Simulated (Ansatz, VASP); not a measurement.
CdS in VASP and in Ansatz

```
CELL_PARAMETERS angstrom
0.00000 2.91650 2.91650
2.91650 0.00000 2.91650
2.91650 2.91650 0.00000
ATOMIC_POSITIONS crystal
Cd 0.84250 0.05250 0.05250
S 0.40750 0.19750 0.19750
```

Change from the starting cell: shortest bond scaled by 0.58, PAW files.

Alike in both runs: task electric field gradients; functional PBEsol; k mesh 7 × 7 × 7; occupations fermi-dirac, width 0.03 eV; no spin polarisation.

```csv
,VASP,Ansatz
version,VASP 6.6.1,Ansatz 0.2.0
potentials or method,"VASP PAW PBE potentials, release 64 (Cd_sv_GW, S)","PAW with Ansatz's default frozen-core files, scalar-relativistic"
plane-wave cutoff (eV),470,420
valence electrons in the cell,26,26
```

Ansatz gave:

| Property | Result |
| --- | --- |
| gap on the k mesh at the Fermi level (eV) | 1.18 |
| rms of the force components (eV/Å) | 41.158 |
| size of Vzz on the site where it differs most (V/Å²) | 37.4 |

Task: What did VASP give for the same quantities?

Result: gap on the k mesh at the Fermi level (eV): 1.29; rms of the force components (eV/Å): 38.673; size of Vzz on the site where it differs most (V/Å²): 5.8.

VASP's potentials were made for PBE, not for PBEsol. Atom by atom the forces differ by 2.485 eV/Å (rms over components).

Noted on VASP's run: the cell as given lies far from equilibrium.
